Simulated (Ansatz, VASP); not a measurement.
One calculation of WC, two programs

Contents of INCAR:

```
SYSTEM = WC
PREC = Accurate ; ENCUT = 520
EDIFF = 1E-8 ; ISMEAR = -1
SIGMA = 0.05 ; LREAL = .False.
LASPH = .True. ; NELM = 100
ALGO = Normal ; ISIF = 2
LWAVE = .False. ; LCHARG = .False.
GGA = PE ; LEFG = .True.
NBANDS = 16
```

KPOINTS

```
regular mesh
0
Gamma
  13 13 12
  0 0 0
```

The input POSCAR:

```
WC
1.0
    2.9005014360     -0.0435075215     -0.0435075215
   -1.4879293369      2.5336616881     -0.0159248581
   -0.0424350000     -0.0424350000      2.8290000000
W C
1 1
Direct
    0.0000000000      0.0000000000      0.0000000000
    0.6666666667      0.3333333333      0.5000000000
```

Input for Ansatz:

```yaml
crystal:
  lattice:
    - [2.900501436, -0.0435075215, -0.0435075215]
    - [-1.4879293369, 2.5336616881, -0.0159248581]
    - [-0.042435, -0.042435, 2.829]
  atoms:
    - { symbol: W, position: [0.0, 0.0, 0.0] }
    - { symbol: C, position: [0.6666666667, 0.3333333333, 0.5] }
kpoints:
  mp_grid: { grid: [13, 13, 12] }
scf:
  occupations: { method: fermi_dirac, width: 0.05 }
hamiltonian:
  xc: pbe
  pseudopotentials: { kind: paw }
output:
  forces: true
  stress: true
  eigenvalues: true
  efg: { contact_densities: true }
```

Change from the starting cell: equal xy, yz and zx shear strains of -3 %, PAW files.

Alike in both runs: task electric field gradients; functional PBE; k mesh 13 × 13 × 12; occupations fermi-dirac, width 0.05 eV; no spin polarisation.

|  | VASP | Ansatz |
| --- | --- | --- |
| version | VASP 6.6.1 | Ansatz 0.2.0 |
| potentials or method | VASP PAW PBE potentials, release 64 (W_sv, C) | PAW with Ansatz's default frozen-core files, scalar-relativistic |
| plane-wave cutoff (eV) | 520 | 420 |
| valence electrons in the cell | 18 | 18 |

|  | VASP | Ansatz | Ansatz less VASP |
| --- | --- | --- | --- |
| pressure (GPa) | 10.7 | 9.5 | -1.18 |
| traceless stress, the component that is largest in VASP (GPa) | 9.99 | 9.95 | -0.043 |
| rms of the force components (eV/Å) | 0.139 | 0.136 | -0.0028 |
| size of Vzz on the site where it differs most (V/Å²) | 181.1 | 187.2 | +6.07 |

Atom by atom the forces differ by 0.003 eV/Å (rms over components).

Neither program's run includes spin-orbit coupling.
